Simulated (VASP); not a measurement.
# TaSi2 in VASP: single point with PBEsol

Aim: the single point of TaSi2 with PBEsol.

Program: VASP 6.6.1. These are calculated values, not measurements. Logs are shortened: lines on timing, memory, paths and dates and some standing lists are left out, and cuts for length are marked.

### 1 The cell of the first run

The cell holds a slab with vacuum, 18 atoms: a = 4.761 Å, b = 4.761 Å, c = 19.112 Å, α = 90.00°, β = 90.00°, γ = 60.00°.

### 2 Single point, PBEsol (the distance across one plane changed)

Input file INCAR:

```
SYSTEM = TaSi2
  PREC = Accurate
  ENCUT = 520
  EDIFF = 1E-6
  ISMEAR = 0
  SIGMA = 0.15
  LREAL = Auto
  LASPH = .TRUE.
  NELM = 80
  ALGO = Normal
  ISIF = 2
  LWAVE = .FALSE.
  LCHARG = .FALSE.
  GGA = PS
  NBANDS = 72
```

Input file KPOINTS:

```
Automatic mesh
0
G
  9 9 3
  0 0 0
```

Input file POSCAR:

```
TaSi2
1.0
   -4.7608595400      0.0000000000      0.0000000000
   -2.3804297700     -4.1230253055      0.0000000000
    0.0000000000      0.0000000000     19.1115682148
Ta Si
6 12
Direct
    0.5000000000      1.0000000000      0.0571826026
    0.5000000000      1.0000000000      0.4002096129
    0.0000000000      0.5000000000      0.1715249394
    0.0000000000      0.5000000000      0.5145519497
    0.5000000000      0.5000000000      0.6288942865
    0.5000000000      0.5000000000      0.2858672762
    0.1592675414      0.6814649172      0.0571826026
    0.1592675414      0.6814649172      0.4002096129
    0.3185350828      0.8407324586      0.1715249394
    0.3185350828      0.8407324586      0.5145519497
    0.1592675414      0.1592675414      0.6288942865
    0.1592675414      0.1592675414      0.2858672762
    0.8407324586      0.3185350828      0.0571826026
    0.8407324586      0.3185350828      0.4002096129
    0.6814649172      0.1592675414      0.1715249394
    0.6814649172      0.1592675414      0.5145519497
    0.8407324586      0.8407324586      0.6288942865
    0.8407324586      0.8407324586      0.2858672762
```

Potentials or basis: VASP PAW PBE potentials, release 64 (Ta_pv, Si).

Run with:

```
> cat potpaw_PBE.64/Ta_pv/POTCAR potpaw_PBE.64/Si/POTCAR > POTCAR
> mpirun -np 1 vasp_std > vasp.out
```

OUTCAR:

```text
SYSTEM = TaSi2
   PREC = Accurate
   ENCUT = 520
   EDIFF = 1E-6
   ISMEAR = 0
   LREAL = Auto
   LASPH = .TRUE.
   NELM = 80
   ISIF = 2
   GGA = PS

 ion  position               nearest neighbor table
   1  0.500  0.000  0.057-   9 2.60  15 2.60   7 2.72  13 2.72   7 2.72  13 2.72  13 2.81   7 2.81
                             3 3.23   3 3.23
   2  0.500  0.000  0.400-  12 2.60  18 2.60  16 2.60  10 2.60  14 2.72   8 2.72   8 2.72  14 2.72
                            14 2.81   8 2.81   6 3.23   6 3.23   4 3.23   4 3.23
   3  0.000  0.500  0.172-   7 2.60  13 2.60  12 2.60  18 2.60  15 2.72   9 2.72  15 2.72   9 2.72
                            15 2.81   9 2.81   6 3.23   6 3.23   1 3.23   1 3.23
   4  0.000  0.500  0.515-   8 2.60  14 2.60  11 2.60  17 2.60  16 2.72  10 2.72  16 2.72  10 2.72
                            16 2.81  10 2.81   5 3.23   5 3.23   2 3.23   2 3.23
   5  0.500  0.500  0.629-  10 2.60  16 2.60  11 2.72  17 2.72  17 2.72  11 2.72  11 2.81  17 2.81
                             4 3.23   4 3.23
   6  0.500  0.500  0.286-   8 2.60  14 2.60   9 2.60  15 2.60  12 2.72  18 2.72  18 2.72  12 2.72
                            12 2.81  18 2.81   2 3.23   2 3.23   3 3.23   3 3.23
   7  0.159  0.681  0.057-   9 2.55   3 2.60  13 2.63   1 2.72   1 2.72   1 2.81  13 2.81  13 2.81

   8  0.159  0.681  0.400-  18 2.55  10 2.55   6 2.60   4 2.60  14 2.63   2 2.72   2 2.72   2 2.81
                            14 2.81  14 2.81
   9  0.319  0.841  0.172-   7 2.55  12 2.55   1 2.60   6 2.60  15 2.63   3 2.72   3 2.72   3 2.81
                            15 2.81  15 2.81
  10  0.319  0.841  0.515-   8 2.55  11 2.55   2 2.60   5 2.60  16 2.63   4 2.72   4 2.72   4 2.81
                            16 2.81  16 2.81
  11  0.159  0.159  0.629-  10 2.55   4 2.60  17 2.63   5 2.72   5 2.72   5 2.81  17 2.81  17 2.81
[... 13 lines left out ...]
  18  0.841  0.841  0.286-   8 2.55  15 2.55   2 2.60   3 2.60  12 2.63   6 2.72   6 2.72   6 2.81
                            12 2.81  12 2.81

  LATTYP: Found a hexagonal cell.
 ALAT       =     4.7608595400
 C/A-ratio  =     4.0143104526

  Lattice vectors:

 A1 = (   2.3804297700,   4.1230253055,   0.0000000000)
 A2 = (  -4.7608595400,   0.0000000000,   0.0000000000)
 A3 = (   0.0000000000,   0.0000000000,  19.1115682148)

Analysis of symmetry for initial positions (statically):
=====================================================================
 Subroutine PRICEL returns:
 Original cell was already a primitive cell.

 Routine SETGRP: Setting up the symmetry group for a
 hexagonal supercell.

 Subroutine GETGRP returns: Found  4 space group operations
 (whereof  2 operations were pure point group operations)
 out of a pool of 24 trial point group operations.

The static configuration has the point symmetry C_2 .
 The point group associated with its full space group is D_2 .

Analysis of symmetry for dynamics (positions and initial velocities):
=====================================================================
 Subroutine PRICEL returns:
 Original cell was already a primitive cell.

 Routine SETGRP: Setting up the symmetry group for a
 hexagonal supercell.

 Subroutine GETGRP returns: Found  4 space group operations
 (whereof  2 operations were pure point group operations)
 out of a pool of 24 trial point group operations.

The dynamic configuration has the point symmetry C_2 .
 The point group associated with its full space group is D_2 .

 Subroutine INISYM returns: Found  4 space group operations
 (whereof  2 operations are pure point group operations),
 and found     1 'primitive' translations

----------------------------------------------------------------------------------------

                                     Primitive cell

  volume of cell :     375.1437

  direct lattice vectors                    reciprocal lattice vectors
    -4.760859540  0.000000000  0.000000000    -0.210046104  0.121270175  0.000000000
    -2.380429770 -4.123025305  0.000000000     0.000000000 -0.242540350  0.000000000
     0.000000000  0.000000000 19.111568215     0.000000000  0.000000000  0.052324330

  length of vectors
     4.760859540  4.760859540 19.111568215     0.242540350  0.242540350  0.052324330

  position of ions in fractional coordinates (direct lattice)
     0.500000000  0.000000000  0.057182603
     0.500000000  0.000000000  0.400209613
     0.000000000  0.500000000  0.171524939
     0.000000000  0.500000000  0.514551950
     0.500000000  0.500000000  0.628894286
     0.500000000  0.500000000  0.285867276
[... 10 lines left out ...]
     0.840732459  0.840732459  0.628894286
     0.840732459  0.840732459  0.285867276

  ion indices of the primitive-cell ions
   primitive index   ion index
                 1           1
                 2           2
                 3           3
                 4           4
                 5           5
                 6           6
[... 10 lines left out ...]
                17          17
                18          18

----------------------------------------------------------------------------------------

 KPOINTS: Automatic mesh

Automatic generation of k-mesh.
 Grid dimensions read from file:
 generate k-points for:    9    9    3

 Generating k-lattice:

  Cartesian coordinates                     Fractional coordinates (reciprocal lattice)
    -0.023338456  0.013474464  0.000000000     0.111111111 -0.000000000  0.000000000
     0.000000000 -0.026948928  0.000000000     0.000000000  0.111111111  0.000000000
     0.000000000  0.000000000  0.017441443     0.000000000  0.000000000  0.333333333

  Length of vectors
     0.026948928  0.026948928  0.017441443

  Shift w.r.t. Gamma in fractional coordinates (k-lattice)
     0.000000000  0.000000000  0.000000000

 Subroutine IBZKPT returns following result:
 ===========================================

 Found     50 irreducible k-points:

 Following reciprocal coordinates:
            Coordinates               Weight
  0.000000  0.000000  0.000000      1.000000
  0.111111  0.000000  0.000000      2.000000
  0.111111  0.111111  0.000000      4.000000
  0.222222  0.000000  0.000000      2.000000
  0.222222  0.222222  0.000000      4.000000
  0.333333  0.000000  0.000000      2.000000
[... 16 lines left out ...]
  0.333333 -0.444444  0.000000      4.000000
 -0.222222  0.333333  0.000000      4.000000
 [... further k-points ...]
   k-points           NKPTS =     50   k-points in BZ     NKDIM =     50   number of bands    NBANDS=     72
   number of dos      NEDOS =    301   number of ions     NIONS =     18
   total plane-waves  NPLWV = 186624
   dimension x,y,z NGX =    36 NGY =   36 NGZ =  144
   dimension x,y,z NGXF=    72 NGYF=   72 NGZF=  288
   ions per type =               6  12
   NGX,Y,Z   is equivalent  to a cutoff of  12.57, 12.57, 12.53 a.u.
   NGXF,Y,Z  is equivalent  to a cutoff of  25.14, 25.14, 25.05 a.u.
 SYSTEM =  TaSi2
   PREC   = accura    normal or accurate (medium, high low for compatibility)
   ISTART =      0    job   : 0-new  1-cont  2-samecut
   ICHARG =      2    charge: 1-file 2-atom 10-const
   ISPIN  =      1    spin polarized calculation?
   LNONCOLLINEAR =      F non collinear calculations
   LSORBIT =      F    spin-orbit coupling
   LASPH  =      T    aspherical Exc in radial PAW
   ENCUT  =  520.0 eV  38.22 Ry    6.18 a.u.   8.85  8.85 35.53*2*pi/ulx,y,z
   NELM   =     80;   NELMIN=  2; NELMDL= -5     # of ELM steps
   EDIFF  = 0.1E-05   stopping-criterion for ELM
   LREAL  =      T    real-space projection
   EDIFFG = 0.1E-04   stopping-criterion for IOM
   NSW    =      0    number of steps for IOM
   IBRION =     -1    ionic relax: 0-MD 1-quasi-New 2-CG
   NFREE  =      0    steps in history (QN), initial steepest desc. (CG)
   ISIF   =      2    stress and relaxation
   ISYM   =      2    0-nonsym 1-usesym 2-fastsym
   POTIM  = 0.5000    time-step for ionic-motion
   TEBEG  =    0.0;   TEEND  =   0.0 temperature during run
   PSTRESS=    0.0 pullay stress
   NELECT =     114.0000    total number of electrons
   NUPDOWN=      -1.0000    fix difference up-down
   EMIN   =  10.00;   EMAX   =-10.00  energy-range for DOS
   EFERMI =   0.00;   METHOD = LEGACY
   ISMEAR =     0;   SIGMA  =   0.15  broadening in eV -4-tet -1-fermi 0-gaus
   EFERMI_NEDOS =   21; number of points for ismear=-14 and -15
   IALGO  =     38    algorithm
   IMIX   =      4    mixing-type and parameters
     AMIX     =   0.40;   BMIX     =  1.00
     AMIX_MAG =   1.60;   BMIX_MAG =  1.00
  volume/ion in A,a.u.               =      20.84       140.64
  Fermi-wavevector in a.u.,A,eV,Ry     =   1.100636  2.079901 16.482105  1.211401
  Thomas-Fermi vector in A             =   2.237051
   LORBIT       =      0    0 simple, 1 ext, 2 COOP (PROOUT), +10 PAW based schemes
   GGA     = PS    functional components
   LHFCALC =     F    Hartree Fock is set to
   AEXX    =    0.0000 exact exchange contribution
   IVDW    =     0    specifies the selected vdW correction
   LEPSILON=     F    determine dielectric tensor
   LRPA    =     F    only Hartree local field effects (RPA)
 non-spin polarized calculation
 Gauss-broadening in eV      SIGMA  =   0.15
  energy-cutoff  :      520.00
  volume of cell :      375.14
 maximum number of plane-waves:     10149
   NGX = 17   NGY = 17   NGZ = 71

 number of electron     114.0000000 magnetization

 Free energy of the ion-electron system (eV)
  ---------------------------------------------------
  ext. energy  EPLUGINS =         0.00000000
  ---------------------------------------------------
  free energy    TOTEN  =      -148.12116257 eV

  energy without entropy =     -147.97995610  energy(sigma->0) =     -148.05055934

 E-fermi :   5.2006     XC(G=0):  -9.3033

 val. band max:        5.1989838609   @ k =   0.3333  -0.4444   0.3333
 cond. band min:       5.2021676499   @ k =  -0.3333   0.3333   0.0000
 fundamental gap:      0.0031837890
 Fermi energy:         5.2005735810

 k-point     1 :       0.0000    0.0000    0.0000
  band No.  band energies     occupation
      1     -29.4114      2.00000
      2     -29.4114      2.00000
      3     -29.1453      2.00000
      4     -29.1451      2.00000
      5     -29.1160      2.00000
      6     -29.1160      2.00000
[... 1717 lines left out ...]
     68       7.8001      0.00000
     69       7.8268      0.00000

 [... further k-points ...]

 [bands above 69 left out]

------------------------ aborting loop because EDIFF is reached ----------------------------------------

  FORCE on cell =-STRESS in cart. coord.  units (eV):
  Direction    XX          YY          ZZ          XY          YZ          ZX
  --------------------------------------------------------------------------------------
  -------------------------------------------------------------------------------------
  Total       -9.4134418     -8.4388588     -0.0408582      0.8440137      0.0000000      0.0000000
  in kB      -40.2032656    -36.0409814     -0.1744985      3.6046439      0.0000000      0.0000000
  external PRESSURE =     -25.4729152 kB  Pullay stress =       0.0000000 kB

 VOLUME and BASIS-vectors are now :
 -----------------------------------------------------------------------------
  energy-cutoff  :      520.00
  volume of cell :      375.14
      direct lattice vectors                 reciprocal lattice vectors
    -4.760859540  0.000000000  0.000000000    -0.210046104  0.121270175  0.000000000
    -2.380429770 -4.123025305  0.000000000     0.000000000 -0.242540350  0.000000000
     0.000000000  0.000000000 19.111568215     0.000000000  0.000000000  0.052324330

 POSITION                                       TOTAL-FORCE (eV/Angst)
 -----------------------------------------------------------------------------------
     -2.38043      0.00000      1.09285        -0.000000     -0.000000      1.278499
     -2.38043      0.00000      7.64863        -0.000000     -0.000000      0.012958
     -1.19021     -2.06151      3.27811        -0.000000     -0.000000      0.462601
     -1.19021     -2.06151      9.83389        -0.000000     -0.000000     -0.462601
     -3.57064     -2.06151     12.01916        -0.000000     -0.000000     -1.278499
     -3.57064     -2.06151      5.46337        -0.000000     -0.000000     -0.012958
[... 10 lines left out ...]
     -6.00391     -3.46636     12.01916         0.391842      0.180530      0.576671
     -6.00391     -3.46636      5.46337         0.070842     -0.014844     -0.045168
 -----------------------------------------------------------------------------------
    total drift:                               -0.000000     -0.000000     -0.000006

  FREE ENERGIE OF THE ION-ELECTRON SYSTEM (eV)
  ---------------------------------------------------
  free  energy   TOTEN  =      -148.1211625706 eV

  energy  without entropy=     -147.9799561031  energy(sigma->0) =     -148.05055934
```

It took 24 min on 1 thread of Intel Xeon 6975P-C (Granite Rapids), shared host; peak memory 0.97 GiB.

Results:

* Free energy: -148.1212 eV
* Largest force: 1.278 eV/Å
* Band gap on the k mesh: zero (bands 57 and 58 overlap by 0.28 eV)

Forces in eV/Å, atoms in the order of the input:
```
Ta   0.000  0.000  1.278
Ta   0.000  0.000  0.013
Ta   0.000  0.000  0.463
Ta   0.000  0.000 -0.463
Ta   0.000  0.000 -1.278
Ta   0.000  0.000 -0.013
Si  -0.040  0.430 -0.577
Si  -0.048  0.054  0.045
Si  -0.201 -0.194 -0.323
Si   0.067  0.271  0.323
Si  -0.392 -0.181  0.577
Si  -0.071  0.015 -0.045
Si   0.040 -0.430 -0.577
Si   0.048 -0.054  0.045
Si   0.201  0.194 -0.323
Si  -0.067 -0.271  0.323
Si   0.392  0.181  0.577
Si   0.071 -0.015 -0.045
```

Caveat: the cell differs from its parent crystal (the distance across one plane changed); the PAW data sets were made with another functional, which shifts forces and pressure a little; spin-orbit coupling is left out, which moves the levels of the heavy elements.
